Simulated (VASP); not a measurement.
# As (Pm-3m) in VASP: a series of runs

Runs on As. Level: LDA. Tasks: single point.

Program: VASP 6.6.1. These are calculated values, not measurements. Logs are shortened: lines on timing, memory, paths and dates and some standing lists are left out, and cuts for length are marked.

## 1. The cell of the first run

It takes space group Pm-3m (No. 221, cubic). Conventional cell: a = 2.710 Å, b = 2.710 Å, c = 2.710 Å, α = 90.00°, β = 90.00°, γ = 90.00°. As (site symmetry m-3m) has 6 As at 2.71 Å within 3.6 Å.

## 2. Single point, LDA (volume scaled by 1.04)

The input, INCAR:

```
PREC = Accurate ; ENCUT = 520
EDIFF = 1E-6 ; ISMEAR = -1
SIGMA = 0.1 ; LREAL = F
LASPH = T ; NELM = 60
ALGO = Normal ; ISIF = 2
LWAVE = F ; LCHARG = F
GGA = CA ; NBANDS = 8
```

The input, KPOINTS:

```
regular mesh
0
Gamma
  13 13 13
```

The input, POSCAR:

```
As
1.0
    2.7102862617      0.0000000000      0.0000000000
    0.0000000000      2.7102862617      0.0000000000
    0.0000000000      0.0000000000      2.7102862617
As
1
Direct
    0.0000000000      0.0000000000      0.0000000000
```

Potentials or basis: VASP PAW LDA potentials, release 64 (As).

Started as:

```bash
$ cat potpaw_LDA.64/As/POTCAR > POTCAR
$ mpirun -np 1 vasp_std > vasp.out
```

OUTCAR:

```text
PREC = Accurate
   ENCUT = 520
   EDIFF = 1E-6
   ISMEAR = -1
   LREAL = F
   LASPH = T
   NELM = 60
   ISIF = 2
   GGA = CA

 ion  position               nearest neighbor table
   1  0.000  0.000  0.000-

  LATTYP: Found a simple cubic cell.
 ALAT       =     2.7102862617

  Lattice vectors:

 A1 = (   2.7102862617,   0.0000000000,   0.0000000000)
 A2 = (   0.0000000000,   2.7102862617,   0.0000000000)
 A3 = (   0.0000000000,   0.0000000000,   2.7102862617)

Analysis of symmetry for initial positions (statically):
=====================================================================
 Subroutine PRICEL returns:
 Original cell was already a primitive cell.

 Routine SETGRP: Setting up the symmetry group for a
 simple cubic supercell.

 Subroutine GETGRP returns: Found 48 space group operations
 (whereof 48 operations were pure point group operations)
 out of a pool of 48 trial point group operations.

The static configuration has the point symmetry O_h .

Analysis of symmetry for dynamics (positions and initial velocities):
=====================================================================
 Subroutine PRICEL returns:
 Original cell was already a primitive cell.

 Routine SETGRP: Setting up the symmetry group for a
 simple cubic supercell.

 Subroutine GETGRP returns: Found 48 space group operations
 (whereof 48 operations were pure point group operations)
 out of a pool of 48 trial point group operations.

The dynamic configuration has the point symmetry O_h .

 Subroutine INISYM returns: Found 48 space group operations
 (whereof 48 operations are pure point group operations),
 and found     1 'primitive' translations

----------------------------------------------------------------------------------------

                                     Primitive cell

  volume of cell :      19.9088

  direct lattice vectors                    reciprocal lattice vectors
     2.710286262  0.000000000  0.000000000     0.368964716  0.000000000  0.000000000
     0.000000000  2.710286262  0.000000000     0.000000000  0.368964716  0.000000000
     0.000000000  0.000000000  2.710286262     0.000000000  0.000000000  0.368964716

  length of vectors
     2.710286262  2.710286262  2.710286262     0.368964716  0.368964716  0.368964716

  position of ions in fractional coordinates (direct lattice)
     0.000000000  0.000000000  0.000000000

  ion indices of the primitive-cell ions
   primitive index   ion index
                 1           1

----------------------------------------------------------------------------------------

 KPOINTS: regular mesh

Automatic generation of k-mesh.
 Grid dimensions read from file:
 generate k-points for:   13   13   13

 Generating k-lattice:

  Cartesian coordinates                     Fractional coordinates (reciprocal lattice)
     0.028381901  0.000000000  0.000000000     0.076923077  0.000000000  0.000000000
     0.000000000  0.028381901  0.000000000     0.000000000  0.076923077  0.000000000
     0.000000000  0.000000000  0.028381901     0.000000000  0.000000000  0.076923077

  Length of vectors
     0.028381901  0.028381901  0.028381901

  Shift w.r.t. Gamma in fractional coordinates (k-lattice)
     0.000000000  0.000000000  0.000000000

 Subroutine IBZKPT returns following result:
 ===========================================

 Found     84 irreducible k-points:

 Following reciprocal coordinates:
            Coordinates               Weight
  0.000000  0.000000  0.000000      1.000000
  0.076923  0.000000  0.000000      6.000000
  0.153846  0.000000  0.000000      6.000000
  0.230769  0.000000  0.000000      6.000000
  0.307692  0.000000  0.000000      6.000000
  0.384615  0.000000  0.000000      6.000000
[... 16 lines left out ...]
  0.307692  0.307692  0.000000     12.000000
  0.384615  0.307692  0.000000     24.000000
 [... further k-points ...]
   k-points           NKPTS =     84   k-points in BZ     NKDIM =     84   number of bands    NBANDS=      8
   number of dos      NEDOS =    301   number of ions     NIONS =      1
   total plane-waves  NPLWV =   8000
   dimension x,y,z NGX =    20 NGY =   20 NGZ =   20
   dimension x,y,z NGXF=    40 NGYF=   40 NGZF=   40
   ions per type =               1
   NGX,Y,Z   is equivalent  to a cutoff of  12.27, 12.27, 12.27 a.u.
   NGXF,Y,Z  is equivalent  to a cutoff of  24.54, 24.54, 24.54 a.u.
 SYSTEM =  unknown system
   PREC   = accura    normal or accurate (medium, high low for compatibility)
   ISTART =      0    job   : 0-new  1-cont  2-samecut
   ICHARG =      2    charge: 1-file 2-atom 10-const
   ISPIN  =      1    spin polarized calculation?
   LNONCOLLINEAR =      F non collinear calculations
   LSORBIT =      F    spin-orbit coupling
   LASPH  =      T    aspherical Exc in radial PAW
   ENCUT  =  520.0 eV  38.22 Ry    6.18 a.u.   5.04  5.04  5.04*2*pi/ulx,y,z
   NELM   =     60;   NELMIN=  2; NELMDL= -5     # of ELM steps
   EDIFF  = 0.1E-05   stopping-criterion for ELM
   LREAL  =      F    real-space projection
   EDIFFG = 0.1E-04   stopping-criterion for IOM
   NSW    =      0    number of steps for IOM
   IBRION =     -1    ionic relax: 0-MD 1-quasi-New 2-CG
   NFREE  =      0    steps in history (QN), initial steepest desc. (CG)
   ISIF   =      2    stress and relaxation
   ISYM   =      2    0-nonsym 1-usesym 2-fastsym
   POTIM  = 0.5000    time-step for ionic-motion
   TEBEG  =    0.0;   TEEND  =   0.0 temperature during run
   PSTRESS=    0.0 pullay stress
   NELECT =       5.0000    total number of electrons
   NUPDOWN=      -1.0000    fix difference up-down
   EMIN   =  10.00;   EMAX   =-10.00  energy-range for DOS
   EFERMI =   0.00;   METHOD = LEGACY
   ISMEAR =    -1;   SIGMA  =   0.10  broadening in eV -4-tet -1-fermi 0-gaus
   EFERMI_NEDOS =   21; number of points for ismear=-14 and -15
   IALGO  =     38    algorithm
   IMIX   =      4    mixing-type and parameters
     AMIX     =   0.40;   BMIX     =  1.00
     AMIX_MAG =   1.60;   BMIX_MAG =  1.00
  volume/ion in A,a.u.               =      19.91       134.35
  Fermi-wavevector in a.u.,A,eV,Ry     =   1.032880  1.951859 14.515241  1.066840
  Thomas-Fermi vector in A             =   2.167099
   LORBIT       =      0    0 simple, 1 ext, 2 COOP (PROOUT), +10 PAW based schemes
   GGA     = CA    functional components
   LHFCALC =     F    Hartree Fock is set to
   AEXX    =    0.0000 exact exchange contribution
   IVDW    =     0    specifies the selected vdW correction
   LEPSILON=     F    determine dielectric tensor
   LRPA    =     F    only Hartree local field effects (RPA)
 non-spin polarized calculation
  energy-cutoff  :      520.00
  volume of cell :       19.91
 maximum number of plane-waves:       549
   NGX = 11   NGY = 11   NGZ = 11

 number of electron       5.0000001 magnetization

 Free energy of the ion-electron system (eV)
  ---------------------------------------------------
  ext. energy  EPLUGINS =         0.00000000
  ---------------------------------------------------
  free energy    TOTEN  =        -5.33362711 eV

  energy without entropy =       -5.32446171  energy(sigma->0) =       -5.32904441

 E-fermi :   5.9324     XC(G=0): -10.5599

 val. band max:        5.8978363023   @ k =   0.3077   0.2308   0.1538
 cond. band min:       6.0228435902   @ k =   0.3077   0.2308   0.2308
 fundamental gap:      0.1250072880
 Fermi energy:         5.9324358174

 k-point     1 :       0.0000    0.0000    0.0000
  band No.  band energies     occupation
      1      -9.0641      2.00000
      2       9.9283      0.00000
      3       9.9283      0.00000
      4       9.9283      0.00000
      5      14.4318      0.00000
      6      14.4318      0.00000
      7      16.2064      0.00000
      8      30.6639      0.00000

 k-point     2 :       0.0769    0.0000    0.0000
  band No.  band energies     occupation
      1      -8.9561      2.00000
      2       8.5929      0.00000
      3      10.0229      0.00000
      4      10.0229      0.00000
      5      14.5291      0.00000
      6      15.3095      0.00000
      7      16.9502      0.00000
      8      29.0109      0.00000

 k-point     3 :       0.1538    0.0000    0.0000
  band No.  band energies     occupation
      1      -8.6354      2.00000
      2       6.2876      0.05577
      3      10.2989      0.00000
      4      10.2989      0.00000
      5      14.8169      0.00000
      6      15.9662      0.00000
      7      19.4203      0.00000
      8      26.7381      0.00000

 k-point     4 :       0.2308    0.0000    0.0000
  band No.  band energies     occupation
      1      -8.1148      2.00000
      2       3.9920      2.00000
      3      10.7293      0.00000
      4      10.7293      0.00000
      5      15.2808      0.00000
      6      16.5667      0.00000
      7      22.2189      0.00000
      8      24.6378      0.00000

 k-point     5 :       0.3077    0.0000    0.0000
  band No.  band energies     occupation
      1      -7.4272      2.00000
      2       1.9204      2.00000
      3      11.2578      0.00000
      4      11.2578      0.00000
      5      15.8852      0.00000
      6      17.3374      0.00000
      7      22.8390      0.00000
      8      22.8390      0.00000

 k-point     6 :       0.3846    0.0000    0.0000
  band No.  band energies     occupation
      1      -6.6615      2.00000
      2       0.2146      2.00000
      3      11.7786      0.00000
      4      11.7786      0.00000
      5      16.5407      0.00000
      6      18.3039      0.00000
      7      21.4659      0.00000
      8      21.4659      0.00000

 k-point     7 :       0.4615    0.0000    0.0000
  band No.  band energies     occupation
      1      -6.0630      2.00000
      2      -0.8581      2.00000
      3      12.1222      0.00000
      4      12.1222      0.00000
      5      17.0308      0.00000
      6      19.4321      0.00000
      7      20.6949      0.00000
      8      20.6949      0.00000

 k-point     8 :       0.0769    0.0769    0.0000
  band No.  band energies     occupation
      1      -8.8481      2.00000
      2       8.5772      0.00000
      3       8.8111      0.00000
      4      10.1175      0.00000
      5      14.9854      0.00000
      6      16.1853      0.00000
      7      17.3119      0.00000
      8      27.3940      0.00000

 k-point     9 :       0.1538    0.0769    0.0000
  band No.  band energies     occupation
      1      -8.5275      2.00000
      2       6.3828      0.02190
      3       8.9934      0.00000
      4      10.3932      0.00000
      5      15.3495      0.00000
      6      16.9990      0.00000
      7      19.4738      0.00000
      8      25.1669      0.00000

 k-point    10 :       0.2308    0.0769    0.0000
  band No.  band energies     occupation
      1      -8.0068      2.00000
      2       4.0923      2.00000
      3       9.4436      0.00000
      4      10.8231      0.00000
      5      15.8432      0.00000
      6      17.4963      0.00000
      7      21.8001      0.00000
      8      23.6432      0.00000
[... 78 lines left out ...]
 k-point    18 :       0.4615    0.1538    0.0000
  band No.  band energies     occupation
      1      -5.6320      2.00000
      2      -0.4522      2.00000
      3       8.8377      0.00000
      4      12.4792      0.00000
      5      15.3564      0.00000
      6      18.6494      0.00000
      7      21.0812      0.00000
      8      21.6519      0.00000

 k-point    19 :       0.2308    0.2308    0.0000
  band No.  band energies     occupation
      1      -7.1653      2.00000
      2       4.6233      2.00000
      3       5.1478      1.99922
      4      11.5218      0.00000
      5      16.4749      0.00000
      6      17.8750      0.00000
      7      23.2967      0.00000
      8      23.8909      0.00000

 k-point    20 :       0.3077    0.2308    0.0000
  band No.  band energies     occupation
      1      -6.4767      2.00000
      2       2.7940      2.00000
      3       5.5274      1.96576
      4      12.0429      0.00000
      5      15.3598      0.00000
      6      17.8628      0.00000
      7      23.6304      0.00000
      8      23.9602      0.00000

 k-point    21 :       0.3846    0.2308    0.0000
  band No.  band energies     occupation
      1      -5.7084      2.00000
      2       1.1019      2.00000
      3       6.1598      0.18674
      4      12.5544      0.00000
      5      13.9490      0.00000
      6      18.6141      0.00000
      7      22.2999      0.00000
      8      23.2884      0.00000

 k-point    22 :       0.4615    0.2308    0.0000
  band No.  band energies     occupation
      1      -5.1056      2.00000
      2       0.0299      2.00000
      3       6.6164      0.00214
      4      12.8905      0.00000
      5      13.0756      0.00000
      6      19.3648      0.00000
      7      21.5471      0.00000
      8      22.2764      0.00000

 k-point    23 :       0.3077    0.3077    0.0000
  band No.  band energies     occupation
      1      -5.7862      2.00000
      2       3.1795      2.00000
      3       3.7036      2.00000
      4      12.5573      0.00000
      5      13.5180      0.00000
      6      18.5119      0.00000
      7      23.9328      0.00000
      8      24.5960      0.00000

 k-point    24 :       0.3846    0.3077    0.0000
  band No.  band energies     occupation
      1      -5.0133      2.00000
      2       1.7118      2.00000
      3       4.1173      2.00000
      4      12.0017      0.00000
      5      13.0603      0.00000
      6      19.3509      0.00000
      7      22.8823      0.00000
      8      24.1462      0.00000

 [... further k-points ...]

------------------------ aborting loop because EDIFF is reached ----------------------------------------

  FORCE on cell =-STRESS in cart. coord.  units (eV):
  Direction    XX          YY          ZZ          XY          YZ          ZX
  --------------------------------------------------------------------------------------
  -------------------------------------------------------------------------------------
  Total       -0.3920896     -0.3920896     -0.3920896      0.0000000     -0.0000000      0.0000000
  in kB      -31.5537089    -31.5537089    -31.5537089      0.0000000     -0.0000000      0.0000000
  external PRESSURE =     -31.5537089 kB  Pullay stress =       0.0000000 kB

 VOLUME and BASIS-vectors are now :
 -----------------------------------------------------------------------------
  energy-cutoff  :      520.00
  volume of cell :       19.91
      direct lattice vectors                 reciprocal lattice vectors
     2.710286262  0.000000000  0.000000000     0.368964716  0.000000000  0.000000000
     0.000000000  2.710286262  0.000000000     0.000000000  0.368964716  0.000000000
     0.000000000  0.000000000  2.710286262     0.000000000  0.000000000  0.368964716

 POSITION                                       TOTAL-FORCE (eV/Angst)
 -----------------------------------------------------------------------------------
      0.00000      0.00000      0.00000         0.000000      0.000000      0.000000
 -----------------------------------------------------------------------------------
    total drift:                                0.000000      0.000000      0.000000

  FREE ENERGIE OF THE ION-ELECTRON SYSTEM (eV)
  ---------------------------------------------------
  free  energy   TOTEN  =        -5.3336271119 eV

  energy  without entropy=       -5.3244617123  energy(sigma->0) =       -5.32904441
```

Wall time 14 s (1 thread of AMD EPYC 7R13, shared host); peak memory 0.09 GiB.

What came out:

```yaml
Free_energy: -5.3336 eV
Pressure: -3.2 GPa
```

Levels at points of the mesh, in eV from the Fermi level:
```tsv
k point	band 1	band 2	band 3	band 4	band 5
(0.00, 0.00, 0.00)	-15.00	4.00	4.00	4.00	8.50
```

[end of part 1 of 2]
